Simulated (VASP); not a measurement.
HfO2:

```xyz
3
Lattice="0.0000 2.5575 2.5575 2.5575 0.0000 2.5575 2.5575 2.5575 0.0000" Properties=species:S:1:pos:R:3 pbc="T T T"
Hf    0.0000    0.0000    0.0000
O     1.2788    1.2788    1.2788
O     3.8363    3.8363    3.8363
```

- Program: VASP 6.6.1
- Task: relaxation of cell and atoms
- Functional: LDA
- Potentials or basis: VASP PAW LDA potentials, release 64 (Hf_pv, O)
- Cutoff: 600 eV
- k mesh: 8 × 8 × 8
- Occupations: gaussian, width 0.01 eV
- Spin: no spin polarisation

At the start: pressure -19.6 GPa; volume 11.15 Å³/atom.

**Question.** How do energy, volume and symmetry change on relaxing?

**Answer.** Over 7 steps the energy falls by 56.4 meV/atom and the volume is 10.29 Å³/atom (-7.7 %); space group Fm-3m (No. 225, to 0.1 Å) before and after.

The path:
| step | energy change (eV) | largest force (eV/Å) | pressure (GPa) | volume (Å³) |
| --- | --- | --- | --- | --- |
| 1 | 0.0000 | 0.0000 | -19.57 | 33.46 |
| 2 | 0.3007 | 0.0000 | 46.76 | 27.28 |
| 3 | -0.1691 | 0.0000 | -0.80 | 30.96 |
| 4 | -0.1693 | 0.0000 | -0.13 | 30.89 |
| 5 | -0.1693 | 0.0000 | 0.34 | 30.84 |
| 6 | -0.1693 | 0.0000 | -0.46 | 30.92 |
| 7 | -0.1693 | 0.0000 | -0.01 | 30.87 |

Final structure:
```cif
data_structure
_symmetry_space_group_name_H-M 'P 1'
_symmetry_Int_Tables_number 1
_cell_length_a 3.5213
_cell_length_b 3.5213
_cell_length_c 3.5213
_cell_angle_alpha 60.000
_cell_angle_beta 60.000
_cell_angle_gamma 60.000
_cell_volume 30.87
loop_
_atom_site_label
_atom_site_type_symbol
_atom_site_fract_x
_atom_site_fract_y
_atom_site_fract_z
_atom_site_occupancy
Hf1 Hf 0.00000 0.00000 0.00000 1
O1 O 0.25000 0.25000 0.25000 1
O2 O 0.75000 0.75000 0.75000 1
```
